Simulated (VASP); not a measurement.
# B2Sb3Os (P4/mmm) in VASP: a series of runs, part 2 of 2

VASP 6.6.1. The steps go on from the part before.

### Step 5. Relaxation of cell and atoms, PBE

This run uses another cell than the first one, of 22.33 Å³/atom.

The input, INCAR:

```
PREC = Accurate
ENCUT = 600
EDIFF = 1E-6
ISMEAR = 0
SIGMA = 0.1
LREAL = False
LASPH = True
NELM = 80
ALGO = Normal
ISIF = 3
LWAVE = False
LCHARG = False
GGA = PE
IBRION = 2
NSW = 90
EDIFFG = -0.04
```

The input, KPOINTS:

```
regular mesh
0
Gamma
  4 4 4
```

The input, POSCAR:

```
B2Sb3Os
1.0
    4.7632302200      0.0000000000      0.0000000000
    0.0000000000      4.7632302200      0.0000000000
    0.0000000000      0.0000000000      5.9039659300
B Sb Os
2 3 1
Direct
    0.5000000000      0.5000000000      0.0000000000
    0.0000000000      0.0000000000      0.0000000000
    0.0000000000      0.5000000000      0.0000000000
    0.5000000000      0.0000000000      0.0000000000
    0.5000000000      0.5000000000      0.5000000000
    0.0000000000      0.0000000000      0.5000000000
```

Started as:

```console
> cat potpaw_PBE.64/B/POTCAR potpaw_PBE.64/Sb/POTCAR potpaw_PBE.64/Os/POTCAR > POTCAR
> mpirun -np 1 vasp_std > vasp.out
```

It took 8.7 min on 1 thread of Oxide Virtual Turin-like, shared host; peak memory 0.28 GiB.

The run converged. Its results:

- Free energy: -31.0248 eV
- Relaxed volume: 17.44 Å³/atom
- Relaxed cell: a = 4.796 Å, b = 4.796 Å, c = 4.548 Å, α = 90.00°, β = 90.00°, γ = 90.00°
- Space group after relaxing (to 0.1 Å): P4/mmm (No. 123)
- Energy gained by relaxing: 546.7 meV/atom
- Ionic steps: 9
- Pressure after relaxing: 0.1 GPa
- Band gap on the k mesh: zero (an odd number of electrons rules out a gap without spin polarisation)

Stress tensor (GPa, compression positive):
```
0.17 0.00 0.00
0.00 0.17 0.00
0.00 0.00 0.08
```

The path:
| step | energy change (eV) | largest force (eV/Å) | pressure (GPa) | volume (Å³) |
| --- | --- | --- | --- | --- |
| 1 | 0.0000 | 0.0000 | -11.87 | 133.95 |
| 2 | -2.0939 | 0.0000 | 2.81 | 104.11 |
| 3 | -2.1565 | 0.0000 | 6.74 | 100.60 |
| 4 | -2.7680 | 0.0000 | 16.44 | 93.58 |
| 5 | -2.8662 | 0.0000 | 12.45 | 95.32 |
| 6 | -3.2637 | 0.0000 | -1.43 | 105.78 |
| 7 | -3.2652 | 0.0000 | -0.75 | 105.09 |
| 8 | -3.2790 | 0.0000 | -0.13 | 104.76 |
| 9 | -3.2802 | 0.0000 | 0.14 | 104.63 |

Final structure:
```
B Sb Os
1.0
     4.79632    0.00000    0.00000
     0.00000    4.79632    0.00000
     0.00000    0.00000    4.54805
B Sb Os
2 3 1
Direct
  0.50000 0.50000 0.00000
  0.00000 0.00000 0.00000
  0.00000 0.50000 0.00000
  0.50000 0.00000 0.00000
  0.50000 0.50000 0.50000
  0.00000 0.00000 0.50000
```

Levels at points of the mesh, in eV from the Fermi level:
```csv
k point,band 11,band 12,band 13,band 14,band 15,band 16,band 17,band 18
"(0.00, 0.00, 0.00)",-1.70,-1.62,-1.62,-1.25,-0.81,0.38,0.71,0.71
"(0.50, 0.00, 0.00)",-1.96,-1.57,-1.38,-1.27,0.82,1.11,1.40,1.54
"(0.50, 0.50, 0.00)",-1.30,-1.17,-1.12,-0.75,0.66,0.66,1.35,1.35
"(0.00, 0.00, 0.50)",-2.04,-1.93,-1.93,-1.13,-0.80,0.83,0.83,2.35
"(0.50, 0.00, 0.50)",-1.60,-1.12,-1.07,0.63,0.99,1.28,1.54,2.68
"(0.50, 0.50, 0.50)",-1.46,-0.78,-0.73,1.73,1.73,2.20,2.50,3.37
```

Caveat: the volume moved by over 15 % at a fixed basis, so the end points are rough; spin-orbit coupling is left out, which moves the levels of the heavy elements.

### Step 6. Relaxation of cell and atoms, PBE

The input, INCAR:

```
SYSTEM = B2Sb3Os
  PREC = Accurate
  ENCUT = 600
  EDIFF = 1E-7
  ISMEAR = 0
  SIGMA = 0.1
  LREAL = .FALSE.
  LASPH = .TRUE.
  NELM = 100
  ALGO = Fast
  ISIF = 3
  LWAVE = .FALSE.
  LCHARG = .FALSE.
  GGA = PE
  IBRION = 2
  NSW = 100
  EDIFFG = -0.01
```

The input, KPOINTS:

```
regular mesh
0
G
  8 8 8
  0 0 0
```

POSCAR: that of step 5 with these lines changed.

```diff
@@ -2,5 +2,5 @@
 1.0
-    4.7632302200      0.0000000000      0.0000000000
-    0.0000000000      4.7632302200      0.0000000000
-    0.0000000000      0.0000000000      5.9039659300
+    4.7947358150      0.0000000000      0.0000000000
+    0.0000000000      4.7947358150      0.0000000000
+    0.0000000000      0.0000000000      4.5463106329
 B Sb Os
```

Potentials or basis: VASP PAW PBE potentials, release 64 (B, Sb, Os).

Started as:

```console
> cat potpaw_PBE.64/B/POTCAR potpaw_PBE.64/Sb/POTCAR potpaw_PBE.64/Os/POTCAR > POTCAR
> mpirun -np 1 vasp_std > vasp.out
```

Run time: 18 min. Hardware: 1 thread of Oxide Virtual Turin-like, shared host; peak memory 0.35 GiB.

The run converged. Its results:

| Property | Result |
| --- | --- |
| Free energy | -31.0337 eV |
| Relaxed volume | 17.64 Å³/atom |
| Relaxed cell | a = 4.885 Å, b = 4.885 Å, c = 4.434 Å, α = 90.00°, β = 90.00°, γ = 90.00° |
| Space group after relaxing (to 0.1 Å) | P4/mmm (No. 123) |
| Energy gained by relaxing | 12.4 meV/atom |
| Ionic steps | 5 |
| Pressure after relaxing | 0.0 GPa |
| Band gap on the k mesh | zero (an odd number of electrons rules out a gap without spin polarisation) |

Step by step:
```csv
step,energy change (eV),largest force (eV/Å),pressure (GPa),volume (Å³)
1,0.0000,0.0000,0.22,104.52
2,-0.0710,0.0000,1.00,104.82
3,-0.0712,0.0000,1.07,104.83
4,-0.0724,0.0000,-0.83,106.66
5,-0.0745,0.0000,0.00,105.84
```

Final structure:
```xyz
6
Lattice="4.8855 0.0000 0.0000 0.0000 4.8855 0.0000 0.0000 0.0000 4.4343" Properties=species:S:1:pos:R:3 pbc="T T T"
B     2.4427    2.4427    4.4343
B     0.0000    0.0000    4.4343
Sb    0.0000    2.4427    4.4343
Sb    2.4427    0.0000    4.4343
Sb    2.4427    2.4427    2.2172
Os    0.0000    0.0000    2.2172
```

Levels at points of the mesh, in eV from the Fermi level:
| k point | band 11 | band 12 | band 13 | band 14 | band 15 | band 16 | band 17 | band 18 |
| --- | --- | --- | --- | --- | --- | --- | --- | --- |
| (0.00, 0.00, 0.00) | -1.66 | -1.66 | -1.64 | -1.30 | -0.74 | 0.48 | 0.93 | 0.93 |
| (0.50, 0.00, 0.00) | -2.07 | -1.62 | -1.40 | -1.13 | 0.62 | 0.79 | 1.48 | 1.58 |
| (0.50, 0.50, 0.00) | -1.23 | -1.23 | -0.92 | -0.87 | 0.67 | 0.67 | 1.32 | 1.32 |
| (0.00, 0.00, 0.50) | -2.34 | -2.07 | -2.07 | -1.26 | -1.16 | 1.08 | 1.08 | 1.74 |
| (0.50, 0.00, 0.50) | -1.79 | -1.33 | -1.16 | 0.79 | 0.84 | 1.00 | 1.68 | 1.77 |
| (0.50, 0.50, 0.50) | -1.66 | -0.87 | -0.82 | 1.74 | 1.74 | 1.94 | 2.13 | 2.29 |

Caveat: spin-orbit coupling is left out, which moves the levels of the heavy elements.

### Step 7. The runs side by side

| task | cell | k mesh | cutoff (eV) | gap on the mesh (eV) | pressure (GPa) | relaxed volume (Å³/atom) |
| --- | --- | --- | --- | --- | --- | --- |
| single point | a = 4.795, b = 4.795, c = 4.546 Å, 6 atoms | 4 × 4 × 4 | 520 | none | 0.2 | - |
| single point | a = 4.763, b = 4.763, c = 5.904 Å, 6 atoms | 4 × 4 × 4 | 520 | none | -11.9 | - |
| single point | a = 4.889, b = 4.889, c = 4.429 Å, 6 atoms | 8 × 8 × 8 | 520 | none | 0.0 | - |
| relaxation of cell and atoms | relaxed from a = 4.763, b = 4.763, c = 5.904 Å, 6 atoms | 4 × 4 × 4 | 600 | none | 0.1 | 17.44 |
| relaxation of cell and atoms | relaxed from a = 4.795, b = 4.795, c = 4.546 Å, 6 atoms | 8 × 8 × 8 | 600 | none | 0.0 | 17.64 |

Alike in all rows: level PBE; potentials or basis VASP PAW PBE potentials, release 64 (B, Sb, Os); no spin polarisation; smearing gaussian 0.1 eV.

Caveats: spin-orbit coupling is left out, which moves the levels of the heavy elements; the stress differs along the axes, from -20 to -8 GPa (at least some runs); the volume moved by over 15 % at a fixed basis, so the end points are rough (at least some runs).

Absolute energies hang on the potentials; compare differences alone.
